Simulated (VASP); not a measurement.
# Hf2SnSe6: single point with PBE

Hf2SnSe6:

```
CELL_PARAMETERS angstrom
6.61052 0.00000 0.00000
-3.30526 5.72488 0.00000
0.00000 0.00000 7.20510
ATOMIC_POSITIONS crystal
Hf 0.66667 0.33333 0.00000
Hf 0.33333 0.66667 0.00000
Sn 0.00000 0.00000 0.00000
Se 0.66043 0.66043 0.22025
Se 0.33957 0.00000 0.22025
Se 0.00000 0.33957 0.22025
Se 0.00000 0.66043 0.77975
Se 0.66043 0.00000 0.77975
Se 0.33957 0.33957 0.77975
```

```
Program             : VASP 6.6.1
Task                : single point
Functional          : PBE
Potentials or basis : VASP PAW PBE potentials, release 64 (Hf_pv, Sn_d, Se)
Cutoff              : 520 eV
k mesh              : 6 × 6 × 6
Occupations         : gaussian, width 0.01 eV
Spin                : no spin polarisation
```

```
Pressure               : -0.2 GPa
Largest force          : 0.036 eV/Å
Band gap on the k mesh : 0.15 eV (least direct gap 0.52 eV)
```

Forces in eV/Å, atoms in the order of the input:
```
Hf   0.000  0.000  0.000
Hf   0.000  0.000  0.000
Sn   0.000  0.000  0.000
Se  -0.012 -0.020 -0.027
Se   0.023  0.000 -0.027
Se  -0.012  0.020 -0.027
Se   0.012 -0.020  0.027
Se  -0.023  0.000  0.027
Se   0.012  0.020  0.027
```

Levels at points of the mesh, in eV from the valence-band top:
```csv
k point,band 31,band 32,band 33,band 34,band 35,band 36,band 37,band 38,band 39,band 40
"(0.00, 0.00, 0.00)",-0.89,-0.89,-0.52,0.00,0.00,0.52,2.27,2.27,2.32,2.72
"(0.50, 0.00, 0.00)",-1.30,-1.07,-1.00,-0.53,-0.41,0.36,1.82,1.95,2.29,2.85
"(0.00, 0.00, 0.50)",-1.35,-0.73,-0.73,-0.03,-0.03,0.66,2.22,2.22,2.36,2.80
"(0.50, 0.00, 0.50)",-1.24,-1.10,-1.10,-0.76,-0.50,0.44,1.88,1.91,2.14,2.68
```

It took 7.8 min on 1 thread of Intel(R) Xeon(R) Platinum 8259CL CPU @ 2.50GHz (Skylake/Cascade Lake), on a shared host, peak memory 0.59 GiB.

Caveat: semilocal functionals underestimate gaps, and a narrow one can read as zero; spin-orbit coupling is left out, which moves the levels of the heavy elements; this functional lacks dispersion, which binds layers or chains, so the pressure and a relaxed spacing across them are unreliable. A k mesh can miss the band edges.
